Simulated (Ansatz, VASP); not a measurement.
**Two plane-wave programs on CdTe**

File INCAR:

```
PREC = Accurate ; ENCUT = 520
EDIFF = 1E-7 ; ISMEAR = -1
SIGMA = 0.1 ; LREAL = F
LASPH = T ; NELM = 60
ALGO = Normal ; ISIF = 2
LWAVE = F ; LCHARG = F
GGA = CA ; NBANDS = 46
```

Contents of KPOINTS:

```
Automatic mesh
0
Gamma
  5 6 6
```

Contents of POSCAR:

```
CdTe
1.0
    6.8141460000      0.0000000000      0.0000000000
    0.0000000000      6.1356340000      0.0000000000
    0.0000000000      0.0000000000      5.7940080000
Cd Te
4 4
Direct
    0.2550000000      0.0096000000      0.2500000000
    0.7450000000      0.9904000000      0.7500000000
    0.2550000000      0.4904000000      0.7500000000
    0.7450000000      0.5096000000      0.2500000000
    0.8593000000      0.0628000000      0.2500000000
    0.1407000000      0.9372000000      0.7500000000
    0.8593000000      0.4372000000      0.7500000000
    0.1407000000      0.5628000000      0.2500000000
```

Input for Ansatz:

```yaml
crystal:
  lattice:
    - [6.814146, 0.0, 0.0]
    - [0.0, 6.135634, 0.0]
    - [0.0, 0.0, 5.794008]
  atoms:
    - { symbol: Cd, position: [0.255, 0.0096, 0.25] }
    - { symbol: Cd, position: [0.745, 0.9904, 0.75] }
    - { symbol: Cd, position: [0.255, 0.4904, 0.75] }
    - { symbol: Cd, position: [0.745, 0.5096, 0.25] }
    - { symbol: Te, position: [0.8593, 0.0628, 0.25] }
    - { symbol: Te, position: [0.1407, 0.9372, 0.75] }
    - { symbol: Te, position: [0.8593, 0.4372, 0.75] }
    - { symbol: Te, position: [0.1407, 0.5628, 0.25] }
  symmetry: { tolerance: 0.0003 }
kpoints:
  mp_grid: { grid: [5, 6, 6], shift: [0, 0, 0] }
  band_path:
    path:
      - [0.0, 0.0, 0.0]
      - [0.5, 0.0, 0.0]
      - [0.5, 0.5, 0.0]
      - [0.0, 0.5, 0.0]
      - [0.0, 0.0, 0.0]
      - [0.0, 0.0, 0.5]
      - [0.5, 0.0, 0.5]
      - [0.5, 0.5, 0.5]
      - [0.0, 0.5, 0.5]
      - [0.0, 0.0, 0.5]
      - [0.5, 0.0, 0.0]
    npoints: 6
magnetization:
  spin_polarized: false
scf:
  occupations: { method: fermi_dirac }
  lower_state_search: "off"
  max_iter: 200
hamiltonian:
  pseudopotentials: { kind: paw }
  xc: lda
basis:
  ecutwfc: 420
  fft_grid_basis: typed
output:
  forces: true
  stress: true
  eigenvalues: true
  bader: true
  populations: true
  elf: true
  write_potential: true
  volumetric_format: npy
  dos:
    e_range: [-12, 8]
    de: 0.05
    projected: { site_lists: { Cd: [Cd], Te: [Te] } }
checkpoint:
  read: saved_state
```

Alike in both runs: task single point; functional LDA; k mesh 5 × 6 × 6; no spin polarisation.

|  | VASP | Ansatz |
| --- | --- | --- |
| version | VASP 6.6.1 | Ansatz 0.2.0 |
| potentials or method | VASP PAW LDA potentials, release 64 (Cd, Te), cutoff 520 eV | PAW plane waves |
| occupations | fermi-dirac, width 0.1 eV | fermi-dirac |
| valence electrons in the cell | 72 | 144 |

```csv
,VASP,Ansatz,Ansatz less VASP
pressure (GPa),1.8,1.5,-0.29
"traceless stress, the component that is largest in VASP (GPa)",-2.59,-2.56,+0.033
rms of the force components (eV/Å),1.073,1.050,-0.0232
```

LDA's correlation is that of Perdew and Zunger in VASP and of Perdew and Wang (1992) in Ansatz. Atom by atom the forces differ by 0.031 eV/Å (rms over components). VASP's potentials hold 72 valence electrons a cell and Ansatz's 144, so a difference there can come from the potentials and not from the codes.

Neither program's run includes spin-orbit coupling.
